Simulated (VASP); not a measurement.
A run of VASP 6.6.1:

The input INCAR:

```
PREC     = Accurate       # precision mode
ENCUT    = 520            # plane-wave cutoff, eV
EDIFF    = 1E-7           # SCF threshold, eV
ISMEAR   = 0              # smearing method
SIGMA    = 0.01           # smearing width, eV
LREAL    = F              # projectors in reciprocal space
LASPH    = T              # aspherical terms in the spheres
NELM     = 60             # most SCF steps
ALGO     = Normal         # electronic algorithm
ISIF     = 2              # what is computed and relaxed
LWAVE    = F              # write WAVECAR
LCHARG   = F              # write CHGCAR
NBANDS   = 28             # bands
```

KPOINTS

```
regular mesh
0
Gamma
  2 4 4
```

File POSCAR:

```
PbS
1.0
    5.9555924852      0.0000000000      0.0000000000
    0.0000000000      2.9685438529      2.9685438774
    0.0000000000     -2.9685438529      2.9685438774
Pb S
2 2
Direct
    0.7498944813      0.2605185293      0.7605185293
    0.2501055187      0.7605185293      0.2605185293
    0.7496621016      0.7604814707      0.2604814707
    0.2503378984      0.2604814707      0.7604814707
```

Potentials or basis: VASP PAW LDA potentials, release 64 (Pb_d, S).

Run with:

```bash
$ cat potpaw_LDA.64/Pb_d/POTCAR potpaw_LDA.64/S/POTCAR > POTCAR
$ mpirun -np 1 vasp_std > vasp.out
```

Hardware: 1 thread of Intel(R) Xeon(R) Platinum 8488C (Sapphire Rapids), on a shared host.

Question: Estimate the wall time of this run.

Answer: Wall time 16 s on 1 thread of Intel(R) Xeon(R) Platinum 8488C (Sapphire Rapids) (shared host), peak memory 0.19 GiB. Counts: scf iterations 14, k points 14.
